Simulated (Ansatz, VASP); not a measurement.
# CdSe in VASP and in Ansatz

```
Cd Se
1.0
     4.30000    0.00000    0.00000
    -2.15000    3.72391    0.00000
     0.00000    0.00000    7.02000
Cd Se
2 2
Cartesian
  0.0000 2.4826 0.0000
  2.1500 1.2413 3.5100
  0.0000 2.4826 2.7027
  2.1500 1.2413 6.2127
```

Alike in both runs: task relaxation of the atoms; functional PBE; k mesh 9 × 9 × 5; occupations fermi-dirac, width 0.01 eV; no spin polarisation.

```csv
,VASP,Ansatz
version,VASP 6.6.1,Ansatz 0.2.0
potentials or method,"VASP PAW PBE potentials, release 64 (Cd, Se)","plane-wave PAW, scalar-relativistic"
plane-wave cutoff (eV),520,420
valence electrons in the cell,36,72
```

|  | VASP | Ansatz | Ansatz less VASP |
| --- | --- | --- | --- |
| gap on the k mesh at the Fermi level, each at its own relaxed structure (eV) | 0.67 | 0.67 | 0.000 |

VASP's potentials hold 36 valence electrons a cell and Ansatz's 72, so a difference there can come from the potentials and not from the codes. Ansatz's warnings: stress scf threshold loose.
